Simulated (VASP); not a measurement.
The system is Cd.

```
Cd
1.0
     2.98000    0.00000    0.00000
    -1.49000    2.58076    0.00000
     0.00000    0.00000    5.62028
Cd
2
Direct
  0.33333 0.66667 0.75000
  0.66667 0.33333 0.25000
```

```yaml
Program: VASP 6.6.1
Task: relaxation of cell and atoms
Functional: LDA
Potentials_or_basis: VASP PAW LDA potentials, release 64 (Cd)
Cutoff: 600 eV
k_mesh: 16 × 16 × 8
Occupations: gaussian, width 0.05 eV
Spin: no spin polarisation
```

At the start: pressure -4.1 GPa; volume 21.61 Å³/atom.

Q: How do energy, volume and symmetry change on relaxing?

A: Over 7 steps the energy falls by 21.7 meV/atom and the volume is 20.04 Å³/atom (-7.3 %); space group P6_3/mmc (No. 194, to 0.05 Å).

The path:
```
step  energy change (eV)  largest force (eV/Å)  pressure (GPa)  volume (Å³)
   1              0.0000                0.0000           -4.14        43.22
   2             -0.0370                0.0000            1.13        39.82
   3             -0.0391                0.0000           -0.01        40.41
   4             -0.0421                0.0000            0.02        40.25
   5             -0.0433                0.0000            0.05        40.10
   6             -0.0434                0.0000            0.14        40.06
   7             -0.0434                0.0000            0.01        40.07
```

Final structure:
```cif
data_structure
_symmetry_space_group_name_H-M 'P 1'
_symmetry_Int_Tables_number 1
_cell_length_a 2.9292
_cell_length_b 2.9292
_cell_length_c 5.3930
_cell_angle_alpha 90.000
_cell_angle_beta 90.000
_cell_angle_gamma 120.000
_cell_volume 40.07
loop_
_atom_site_label
_atom_site_type_symbol
_atom_site_fract_x
_atom_site_fract_y
_atom_site_fract_z
_atom_site_occupancy
Cd1 Cd 0.33333 0.66667 0.75000 1
Cd2 Cd 0.66667 0.33333 0.25000 1
```
